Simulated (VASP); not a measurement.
# Zn3Sb4O6F6 (I-43m) in VASP: notebook

Zn3Sb4O6F6 is run at these levels: PBE, r2SCAN; tasks: electric field gradients.

Program: VASP 6.6.1. These are calculated values, not measurements. Logs are shortened: lines on timing, memory, paths and dates and some standing lists are left out, and cuts for length are marked.

**1. The cell of the first run**

It takes space group I-43m (No. 217, cubic). Conventional cell: a = 8.129 Å, b = 8.129 Å, c = 8.129 Å, α = 90.00°, β = 90.00°, γ = 90.00°. Zn (site symmetry -42m) has 2 O at 2.03 Å and 4 F at 2.03 Å within 2.7 Å. Sb (site symmetry 3m) has 3 O at 1.98 Å within 2.6 Å. O (site symmetry 2mm) has 2 Sb at 1.98 Å and 1 Zn at 2.03 Å within 2.6 Å. F (site symmetry -4) has 2 Zn at 2.03 Å within 2.7 Å.

**2. Electric field gradients, PBE**

Contents of INCAR:

```
SYSTEM = Zn3Sb4O6F6
PREC     = Accurate       ! precision mode
ENCUT    = 520            ! plane-wave cutoff, eV
EDIFF    = 1E-8           ! SCF threshold, eV
ISMEAR   = -1             ! smearing method
SIGMA    = 0.02           ! smearing width, eV
LREAL    = Auto         
LASPH    = .TRUE.         ! aspherical terms in the spheres
NELM     = 60             ! most SCF steps
ALGO     = Normal         ! electronic algorithm
ISIF     = 2              ! what is computed and relaxed
LWAVE    = .FALSE.        ! write WAVECAR
LCHARG   = .FALSE.        ! write CHGCAR
GGA      = PE             ! functional
LEFG     = .TRUE.       
NBANDS   = 82             ! bands
```

Contents of KPOINTS:

```
Automatic mesh
0
G
  4 4 4
  0 0 0
```

Contents of POSCAR:

```
Zn3Sb4O6F6
1.0
   -4.0645500000      4.0645500000      4.0645500000
    4.0645500000     -4.0645500000      4.0645500000
    4.0645500000      4.0645500000     -4.0645500000
Zn Sb O F
3 4 6 6
Direct
    0.0000000000      0.5000000000      0.5000000000
    0.5000000000      0.0000000000      0.5000000000
    0.5000000000      0.5000000000      0.0000000000
    0.3207800000      0.0000000000      0.0000000000
    0.0000000000      0.0000000000      0.3207800000
    0.0000000000      0.3207800000      0.0000000000
    0.6792200000      0.6792200000      0.6792200000
    0.0000000000      0.7496000000      0.7496000000
    0.2504000000      0.0000000000      0.2504000000
    0.0000000000      0.2504000000      0.2504000000
    0.7496000000      0.0000000000      0.7496000000
    0.2504000000      0.2504000000      0.0000000000
    0.7496000000      0.7496000000      0.0000000000
    0.2500000000      0.7500000000      0.5000000000
    0.7500000000      0.2500000000      0.5000000000
    0.5000000000      0.2500000000      0.7500000000
    0.5000000000      0.7500000000      0.2500000000
    0.7500000000      0.5000000000      0.2500000000
    0.2500000000      0.5000000000      0.7500000000
```

Potentials or basis: VASP PAW PBE potentials, release 64 (Zn, Sb, O, F).

Started as:

```
cat potpaw_PBE.64/Zn/POTCAR potpaw_PBE.64/Sb/POTCAR potpaw_PBE.64/O/POTCAR potpaw_PBE.64/F/POTCAR > POTCAR
mpirun -np 1 vasp_std > vasp.out
```

OUTCAR:

```text
SYSTEM = Zn3Sb4O6F6
   PREC = Accurate
   ENCUT = 520
   EDIFF = 1E-8
   ISMEAR = -1
   LREAL = Auto
   LASPH = .TRUE.
   NELM = 60
   ISIF = 2
   GGA = PE

 ion  position               nearest neighbor table
   1  0.000  0.500  0.500-   8 2.03  10 2.03  14 2.03  15 2.03  18 2.03  19 2.03   4 3.32   6 3.32
                             5 3.32   7 3.32
   2  0.500  0.000  0.500-   9 2.03  11 2.03  14 2.03  15 2.03  16 2.03  17 2.03   6 3.32   4 3.32
                             5 3.32   7 3.32
   3  0.500  0.500  0.000-  12 2.03  13 2.03  16 2.03  17 2.03  18 2.03  19 2.03   5 3.32   7 3.32
                             4 3.32   6 3.32
   4  0.321  0.000  0.000-   9 1.98  12 1.98   8 1.98   2 3.32   1 3.32   3 3.32   7 3.69   6 3.69
                             5 3.69
   5  0.000  0.000  0.321-   9 1.98  10 1.98  13 1.98   2 3.32   1 3.32   3 3.32   4 3.69   7 3.69
                             6 3.69
   6  0.000  0.321  0.000-  10 1.98  12 1.98  11 1.98   1 3.32   2 3.32   3 3.32   7 3.69   5 3.69
                             4 3.69
   7  0.679  0.679  0.679-   8 1.98  11 1.98  13 1.98   1 3.32   2 3.32   3 3.32   4 3.69   6 3.69
                             5 3.69
   8  0.000  0.750  0.750-   4 1.98   7 1.98   1 2.03
   9  0.250  0.000  0.250-   4 1.98   5 1.98   2 2.03
  10  0.000  0.250  0.250-   5 1.98   6 1.98   1 2.03
  11  0.750  0.000  0.750-   6 1.98   7 1.98   2 2.03
  12  0.250  0.250  0.000-   4 1.98   6 1.98   3 2.03
  13  0.750  0.750  0.000-   5 1.98   7 1.98   3 2.03
  14  0.250  0.750  0.500-   1 2.03   2 2.03
  15  0.750  0.250  0.500-   1 2.03   2 2.03
  16  0.500  0.250  0.750-   2 2.03   3 2.03
  17  0.500  0.750  0.250-   2 2.03   3 2.03
  18  0.750  0.500  0.250-   1 2.03   3 2.03
  19  0.250  0.500  0.750-   1 2.03   3 2.03

  LATTYP: Found a body centered cubic cell.
 ALAT       =     8.1291000000

  Lattice vectors:

 A1 = (  -4.0645500000,   4.0645500000,   4.0645500000)
 A2 = (   4.0645500000,  -4.0645500000,   4.0645500000)
 A3 = (   4.0645500000,   4.0645500000,  -4.0645500000)

Analysis of symmetry for initial positions (statically):
=====================================================================
 Subroutine PRICEL returns:
 Original cell was already a primitive cell.

 Routine SETGRP: Setting up the symmetry group for a
 body centered cubic supercell.

 Subroutine GETGRP returns: Found 24 space group operations
 (whereof 24 operations were pure point group operations)
 out of a pool of 48 trial point group operations.

The static configuration has the point symmetry T_d .

Analysis of symmetry for dynamics (positions and initial velocities):
=====================================================================
 Subroutine PRICEL returns:
 Original cell was already a primitive cell.

 Routine SETGRP: Setting up the symmetry group for a
 body centered cubic supercell.

 Subroutine GETGRP returns: Found 24 space group operations
 (whereof 24 operations were pure point group operations)
 out of a pool of 48 trial point group operations.

The dynamic configuration has the point symmetry T_d .

 Subroutine INISYM returns: Found 24 space group operations
 (whereof 24 operations are pure point group operations),
 and found     1 'primitive' translations

----------------------------------------------------------------------------------------

                                     Primitive cell

  volume of cell :     268.5947

  direct lattice vectors                    reciprocal lattice vectors
    -4.064550000  4.064550000  4.064550000     0.000000000  0.123014848  0.123014848
     4.064550000 -4.064550000  4.064550000     0.123014848  0.000000000  0.123014848
     4.064550000  4.064550000 -4.064550000     0.123014848  0.123014848  0.000000000

  length of vectors
     7.040007110  7.040007110  7.040007110     0.173969266  0.173969266  0.173969266

  position of ions in fractional coordinates (direct lattice)
     0.000000000  0.500000000  0.500000000
     0.500000000  0.000000000  0.500000000
[... 100 lines left out ...]
   ISIF   =      2    stress and relaxation
   ISYM   =      2    0-nonsym 1-usesym 2-fastsym
   POTIM  = 0.5000    time-step for ionic-motion
   TEBEG  =    0.0;   TEEND  =   0.0 temperature during run
   PSTRESS=    0.0 pullay stress
   NELECT =     134.0000    total number of electrons
   NUPDOWN=      -1.0000    fix difference up-down
   EMIN   =  10.00;   EMAX   =-10.00  energy-range for DOS
   EFERMI =   0.00;   METHOD = LEGACY
   ISMEAR =    -1;   SIGMA  =   0.02  broadening in eV -4-tet -1-fermi 0-gaus
   EFERMI_NEDOS =   21; number of points for ismear=-14 and -15
   IALGO  =     38    algorithm
   IMIX   =      4    mixing-type and parameters
     AMIX     =   0.40;   BMIX     =  1.00
     AMIX_MAG =   1.60;   BMIX_MAG =  1.00
  volume/ion in A,a.u.               =      14.14        95.40
  Fermi-wavevector in a.u.,A,eV,Ry     =   1.298406  2.453632 22.937505  1.685859
  Thomas-Fermi vector in A             =   2.429737
   LORBIT       =      0    0 simple, 1 ext, 2 COOP (PROOUT), +10 PAW based schemes
   GGA     = PE    functional components
   LHFCALC =     F    Hartree Fock is set to
   AEXX    =    0.0000 exact exchange contribution
   IVDW    =     0    specifies the selected vdW correction
   LEPSILON=     F    determine dielectric tensor
   LRPA    =     F    only Hartree local field effects (RPA)
 non-spin polarized calculation
  energy-cutoff  :      520.00
  volume of cell :      268.59
 maximum number of plane-waves:      7256
 NGX is ok and might be reduce to    54
   NGX = 27   NGY = 27   NGZ = 27

 number of electron     133.9999982 magnetization

 Free energy of the ion-electron system (eV)
  ---------------------------------------------------
  ext. energy  EPLUGINS =         0.00000000
  ---------------------------------------------------
  free energy    TOTEN  =       -94.28593415 eV

  energy without entropy =      -94.28593415  energy(sigma->0) =      -94.28593415

 E-fermi :   2.9223     XC(G=0):  -9.9820

 val. band max:        2.4339234004   @ k =   0.5000   0.5000   0.5000
 cond. band min:       5.4898730828   @ k =   0.5000   0.5000   0.5000
 fundamental gap:      3.0559496824
 Fermi energy:         2.9223136787

 k-point     1 :       0.0000    0.0000    0.0000
  band No.  band energies     occupation
      1     -18.9451      2.00000
      2     -18.6179      2.00000
      3     -18.6179      2.00000
      4     -18.6179      2.00000
      5     -18.5785      2.00000
      6     -18.5785      2.00000
[... 645 lines left out ...]
     78       9.6584      0.00000
     79       9.6584      0.00000
 [bands above 79 left out]

------------------------ aborting loop because EDIFF is reached ----------------------------------------

  FORCE on cell =-STRESS in cart. coord.  units (eV):
  Direction    XX          YY          ZZ          XY          YZ          ZX
  --------------------------------------------------------------------------------------
  -------------------------------------------------------------------------------------
  Total       12.6004901     12.6004901     12.6004901      0.0000000      0.0000000      0.0000000
  in kB       75.1623962     75.1623962     75.1623962      0.0000000      0.0000000      0.0000000
  external PRESSURE =      75.1623962 kB  Pullay stress =       0.0000000 kB

 VOLUME and BASIS-vectors are now :
 -----------------------------------------------------------------------------
  energy-cutoff  :      520.00
  volume of cell :      268.59
      direct lattice vectors                 reciprocal lattice vectors
    -4.064550000  4.064550000  4.064550000     0.000000000  0.123014848  0.123014848
     4.064550000 -4.064550000  4.064550000     0.123014848  0.000000000  0.123014848
     4.064550000  4.064550000 -4.064550000     0.123014848  0.123014848  0.000000000

 POSITION                                       TOTAL-FORCE (eV/Angst)
 -----------------------------------------------------------------------------------
      4.06455      0.00000      0.00000        -0.000000     -0.000000      0.000000
      0.00000      4.06455      0.00000        -0.000000     -0.000000      0.000000
      0.00000      0.00000      4.06455        -0.000000     -0.000000      0.000000
     -1.30383      1.30383      1.30383        -0.662691      0.662691      0.662691
      1.30383      1.30383     -1.30383         0.662691      0.662691     -0.662691
      1.30383     -1.30383      1.30383         0.662691     -0.662691      0.662691
[... 11 lines left out ...]
      0.00000      2.03227      4.06455        -0.000000     -0.000000      0.000000
      4.06455      2.03227      0.00000        -0.000000     -0.000000      0.000000
 -----------------------------------------------------------------------------------
    total drift:                                0.000001      0.000001      0.000001

  FREE ENERGIE OF THE ION-ELECTRON SYSTEM (eV)
  ---------------------------------------------------
  free  energy   TOTEN  =       -94.2859341457 eV

  energy  without entropy=      -94.2859341457  energy(sigma->0) =      -94.28593415

 Electric field gradients (V/A^2)
---------------------------------------------------------------------
 ion       V_xx      V_yy      V_zz      V_xy      V_xz      V_yz
---------------------------------------------------------------------
   1     -27.171    13.585    13.585    -0.008    -0.008    -0.008
   2      13.585   -27.171    13.585    -0.008    -0.008    -0.008
   3      13.585    13.585   -27.171    -0.008    -0.008    -0.008
   4      -0.000     0.000     0.000   175.402   175.402  -175.403
   5       0.000     0.000    -0.000  -175.403   175.402   175.402
   6       0.000    -0.000     0.000   175.402  -175.403   175.402
[... 11 lines left out ...]
  18     -42.041    84.081   -42.041    -0.003    -0.003    -0.003
  19     -42.041    84.081   -42.041    -0.003    -0.003    -0.003
---------------------------------------------------------------------

 Electric field gradients after diagonalization (V/A^2)
 (convention: |V_zz| > |V_xx| > |V_yy|)
----------------------------------------------------------------------
 ion       V_xx      V_yy      V_zz     asymmetry (V_yy - V_xx)/ V_zz
----------------------------------------------------------------------
   1      13.593    13.577   -27.171       0.001
   2      13.593    13.577   -27.171       0.001
   3      13.593    13.577   -27.171       0.001
   4     175.403   175.402  -350.805       0.000
   5     175.403   175.402  -350.805       0.000
   6     175.403   175.402  -350.805       0.000
[... 11 lines left out ...]
  18     -42.044   -42.038    84.081       0.000
  19     -42.044   -42.038    84.081       0.000
----------------------------------------------------------------------

           NMR quadrupolar parameters

 Cq : quadrupolar parameter    Cq=e*Q*V_zz/h
 eta: asymmetry parameters     (V_yy - V_xx)/ V_zz
 Q  : nuclear electric quadrupole moment in mb (millibarn)
----------------------------------------------------------------------
 ion       Cq(MHz)       eta       Q (mb)
----------------------------------------------------------------------
   1      -0.066       0.001       1.000
   2      -0.066       0.001       1.000
   3      -0.066       0.001       1.000
   4      -0.848       0.000       1.000
   5      -0.848       0.000       1.000
   6      -0.848       0.000       1.000
[... 11 lines left out ...]
  18       0.203       0.000       1.000
  19       0.203       0.000       1.000
----------------------------------------------------------------------
```

Run time: 7.4 min. Hardware: 1 thread of Intel Xeon Platinum 8488C (Sapphire Rapids), shared host; peak memory 0.46 GiB.

What came out:

```
Free energy                             : -94.2859 eV
Pressure                                : 7.5 GPa
Largest force                           : 1.148 eV/Å
Band gap on the k mesh                  : 3.06 eV
Largest electric field gradient by atom : Zn -27.2; Sb -350.8; O +89.3; F +84.1 V/Å²
```

Forces in eV/Å, atoms in the order of the input:
```
Zn   0.000  0.000  0.000
Zn   0.000  0.000  0.000
Zn   0.000  0.000  0.000
Sb  -0.663  0.663  0.663
Sb   0.663  0.663 -0.663
Sb   0.663 -0.663  0.663
Sb  -0.663 -0.663 -0.663
O   -0.064  0.000  0.000
O    0.000  0.064  0.000
O    0.064  0.000  0.000
O    0.000 -0.064  0.000
O    0.000  0.000  0.064
O    0.000  0.000 -0.064
F    0.000  0.000  0.000
F    0.000  0.000  0.000
F    0.000  0.000  0.000
F    0.000  0.000  0.000
F    0.000  0.000  0.000
F    0.000  0.000  0.000
```

Levels at points of the mesh, in eV from the valence-band top:
```csv
k point,band 65,band 66,band 67,band 68,band 69,band 70
"(0.00, 0.00, 0.00)",-0.02,0.00,0.00,4.32,4.32,5.01
"(0.50, 0.00, 0.00)",-0.53,-0.40,-0.23,3.96,4.25,4.61
"(0.50, 0.50, 0.50)",-0.34,0.00,0.00,3.06,3.06,5.22
```

Electric field gradients, principal values (V/Å²):
| atom | least | middle | greatest (by size) |
| --- | --- | --- | --- |
| 1 Zn | 13.577 | 13.593 | -27.171 |
| 2 Zn | 13.577 | 13.593 | -27.171 |
| 3 Zn | 13.577 | 13.593 | -27.171 |
| 4 Sb | 175.402 | 175.403 | -350.805 |
| 5 Sb | 175.402 | 175.403 | -350.805 |
| 6 Sb | 175.402 | 175.403 | -350.805 |
| 7 Sb | 175.403 | 175.403 | -350.805 |
| 8 O | -3.978 | -85.299 | 89.277 |
| 9 O | -3.978 | -85.300 | 89.278 |
| 10 O | -3.978 | -85.300 | 89.278 |
| 11 O | -3.978 | -85.299 | 89.277 |
| 12 O | -3.978 | -85.300 | 89.278 |
| 13 O | -3.978 | -85.299 | 89.277 |
| 14 F | -42.038 | -42.044 | 84.081 |
| 15 F | -42.038 | -42.044 | 84.081 |
| 16 F | -42.038 | -42.044 | 84.081 |
| 17 F | -42.038 | -42.044 | 84.081 |
| 18 F | -42.038 | -42.044 | 84.081 |
| 19 F | -42.038 | -42.044 | 84.081 |

Caveat: the cell stands under pressure; without QUAD_EFG the Cq values of the log hold for a quadrupole moment of 1 mb, not for the nuclei; spin-orbit coupling is left out, which moves the levels of the heavy elements; forces of over 1 eV/Å act on the atoms, so gaps and moduli don't describe the material at rest. Expect the measured gap to be larger: semilocal functionals such as PBE lack the derivative discontinuity.

(Part 1 of 2 ends here.)
